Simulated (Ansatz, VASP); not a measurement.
**Two plane-wave programs on HfC**

```
Hf C
1.0
     0.00000    2.52211    2.52211
     2.52211    0.00000    2.52211
     2.52211    2.52211    0.00000
Hf C
1 1
Direct
  0.00000 0.00000 0.00000
  0.25000 0.25000 0.25000
```

Alike in both runs: task single point; functional PBE; k mesh 12 × 12 × 12; occupations gaussian, width 0.05 eV; no spin polarisation.

|  | VASP | Ansatz |
| --- | --- | --- |
| version | VASP 6.6.1 | Ansatz 0.2.0 |
| potentials or method | VASP PAW PBE potentials, release 64 (Hf_pv, C), cutoff 520 eV | scalar-relativistic, plane waves, PAW |
| valence electrons in the cell | 14 | 30 |

```tsv
	VASP	Ansatz	Ansatz less VASP
gap on the k mesh at the Fermi level (eV)	0.29	0.29	-0.004
least direct gap on the mesh (eV)	0.29	0.29	-0.004
pressure (GPa)	-0.4	0.0	+0.37
```

With one functional, cell and mesh, what is left measures potentials, basis and numerics. VASP's potentials hold 14 valence electrons a cell and Ansatz's 30, so a difference there can come from the potentials and not from the codes.

Spin-orbit coupling is off throughout.
